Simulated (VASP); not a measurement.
Wanted: the native input for a VASP 6.6.1 run.

```
Task                   : single point
Functional             : PBE
Potentials or basis    : VASP PAW PBE potentials, release 64 (Sb, Ni)
Cutoff                 : 520 eV
k mesh                 : 5 × 5 × 3
Occupations            : fermi-dirac, width 0.05 eV
Spin                   : collinear spin, ferromagnetic start
Starting moments       : [0.0, 0.0, 1.0, 1.0] μB
Dipole correction      : no
Further INCAR settings : ALGO = Normal; EDIFF = 1e-06; NBANDS = 27
```

The structure of NiSb lies in POSCAR:

```
NiSb
1.0
    3.9280000000      0.0000000000      0.0000000000
   -1.9640000000      3.4017477861      0.0000000000
    0.0000000000      0.0000000000      5.1200000000
Sb Ni
2 2
Direct
    0.6666666667      0.3333333333      0.7500000000
    0.3333333333      0.6666666667      0.2500000000
    0.0000000000      0.0000000000      0.5000000000
    0.0000000000      0.0000000000      0.0000000000
```

The input as run:

INCAR

```
SYSTEM = NiSb
PREC = Accurate
ENCUT = 520
EDIFF = 1E-6
ISMEAR = -1
SIGMA = 0.05
LREAL = .FALSE.
LASPH = .TRUE.
NELM = 150
ALGO = Normal
ISIF = 2
LWAVE = .FALSE.
LCHARG = .FALSE.
ISPIN = 2
MAGMOM = 0 0 1 1
LORBIT = 11
LMAXMIX = 4
GGA = PE
NBANDS = 27
```

KPOINTS

```
regular mesh
0
G
  5 5 3
  0 0 0
```

Potentials or basis: VASP PAW PBE potentials, release 64 (Sb, Ni).

Command:

```console
$ cat potpaw_PBE.64/Sb/POTCAR potpaw_PBE.64/Ni/POTCAR > POTCAR
$ mpirun -np 1 vasp_std > vasp.out
```

It gave:

```json
{
 "Pressure": "3.8 GPa",
 "Band gap on the k mesh": "zero (filled and empty bands overlap)",
 "Net moment": "0.00 μB per cell",
 "Valence electrons inside the program's atomic spheres": "Sb 2.43; Ni 9.40"
}
```

Caveat: the k points lie up to 0.41 Å⁻¹ apart, too coarse for converged energies and pressures of a metal; the moments typed at the start vanished in this run; spin-orbit coupling is left out, which moves the levels of the heavy elements.

It took 85 s on 1 thread of Intel Xeon 8259CL (shared host), peak memory 0.22 GiB.
